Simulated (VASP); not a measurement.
Input of a VASP 6.6.1 run:

INCAR

```
  PREC = Accurate
  ENCUT = 520
  EDIFF = 1E-6
  ISMEAR = -1
  SIGMA = 0.05
  LREAL = F
  LASPH = T
  NELM = 60
  ALGO = Normal
  ISIF = 2
  LWAVE = F
  LCHARG = T
  GGA = VW
  LELF = T
  LVHAR = T
  NBANDS = 25
```

Contents of KPOINTS:

```
regular mesh
0
Gamma
  10 10 5
```

POSCAR

```
CuO
1.0
    2.3573593924     -1.7226334429      0.0000000000
    2.3573593924      1.7226334429      0.0000000000
   -0.8556569116      0.0000000000      5.0913661947
Cu O
2 2
Direct
    0.5000000000      0.0000000000      0.5000000000
    0.0000000000      0.5000000000      0.0000000000
    0.4184000000      0.5816000000      0.7500000000
    0.5816000000      0.4184000000      0.2500000000
```

Potentials or basis: VASP PAW PBE potentials, release 64 (Cu, O).

Command:

```sh
$ cat potpaw_PBE.64/Cu/POTCAR potpaw_PBE.64/O/POTCAR > POTCAR
$ mpirun -np 1 vasp_std > vasp.out
```

(1) What does it give for the band gap on the k mesh?

(2) What does it give for the largest force?

(3) Estimate the pressure.

Answers

(1) zero (band 17 reaches 5.25 eV, above the bottom of band 18 at 4.64 eV).

(2) 0.492 eV/Å.

(3) -12.1 GPa.

Caveat: the PAW data sets were made with another functional, which shifts forces and pressure a little; semilocal functionals often make such compounds metallic where correlation or magnetic order opens a gap, which also shifts bond lengths.
